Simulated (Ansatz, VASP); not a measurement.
# Two plane-wave programs on Mg

```
Mg
1.0
     3.15068    0.00000    0.00000
    -1.57534    2.72857    0.00000
     0.00000    0.00000    5.02416
Mg
2
Cartesian
  0.0000 1.8190 1.2560
  1.5753 0.9095 3.7681
```

Alike in both runs: task relaxation of cell and atoms; functional LDA; k mesh 12 × 12 × 8; occupations fermi-dirac, width 0.15 eV; no spin polarisation.

```csv
,VASP,Ansatz
version,VASP 6.6.1,Ansatz 0.2.0
potentials or method,"VASP PAW LDA potentials, release 64 (Mg), cutoff 600 eV","scalar-relativistic, plane waves, PAW"
valence electrons in the cell,4,20
```

```tsv
	VASP	Ansatz	Ansatz less VASP
gap on the k mesh at the Fermi level, each at its own relaxed structure (eV)	none	none	-
relaxed volume (Å³/atom)	21.47	21.65	+0.174
relaxed cell length with the largest relative difference (Å)	3.138	3.147	+0.0085
```

Ansatz warns that its potentials were made for another functional, while VASP's fit it. LDA's correlation is that of Perdew and Zunger in VASP and of Perdew and Wang (1992) in Ansatz. A gap of «none» marks a metal or a gap that the smearing closes. VASP's potentials hold 4 valence electrons a cell and Ansatz's 20, so a difference there can come from the potentials and not from the codes.
